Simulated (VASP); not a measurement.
The system is SnTe.

```
Te Sn
1.0
     0.00000    3.61115    3.61115
     3.61115    0.00000    3.61115
     3.61115    3.61115    0.00000
Te Sn
1 1
Direct
  0.75000 0.75000 0.75000
  0.00000 0.00000 0.00000
```

Base run:

* Program: VASP 6.6.1
* Functional: PBE
* Potentials or basis: VASP PAW PBE potentials, release 64 (Te, Sn_d)
* Cutoff: 520 eV
* k mesh: 7 × 7 × 7
* Occupations: gaussian, width 0.05 eV
* Spin: no spin polarisation

Its results: band gap on the k mesh 0.33 eV, indirect (least direct gap 0.83 eV); pressure -0.1 GPa.

Problem. The run is repeated on the same cell with these changes: functional from PBE to RPBE. What comes out?

Solution. Band gap on the k mesh 0.41 eV, indirect (least direct gap 0.89 eV); pressure 0.9 GPa.

RPBE binds less tightly than PBE, so the same cell stands under more pressure.

Caveats: spin-orbit coupling is left out, which moves the levels of the heavy elements; the PAW data sets were made with another functional, which shifts forces and pressure a little (some runs).

A k mesh can miss the band edges.
